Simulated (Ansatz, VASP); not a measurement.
## Two plane-wave programs on Mn

```
Mn
1.0
    -1.39489    1.39489    1.39489
     1.39489   -1.39489    1.39489
     1.39489    1.39489   -1.39489
Mn
1
Direct
  0.00000 0.00000 0.00000
```

Alike in both runs: task single point; functional r2SCAN; k mesh 20 × 20 × 20; occupations gaussian, width 0.05 eV; no spin polarisation.

|  | VASP | Ansatz |
| --- | --- | --- |
| version | VASP 6.6.1 | Ansatz 0.2.0 |
| potentials or method | VASP PAW PBE potentials, release 64 (Mn_pv), cutoff 520 eV | scalar-relativistic, plane waves, PAW |
| valence electrons in the cell | 13 | 15 |

|  | VASP | Ansatz | Ansatz less VASP |
| --- | --- | --- | --- |
| gap on the k mesh at the Fermi level (eV) | none | none | - |
| pressure (GPa) | -9.5 | -9.7 | -0.23 |

VASP's potentials were made for PBE, not for r2SCAN. A gap of «none» marks a metal or a gap that the smearing closes. VASP's potentials hold 13 valence electrons a cell and Ansatz's 15, so a difference there can come from the potentials and not from the codes.
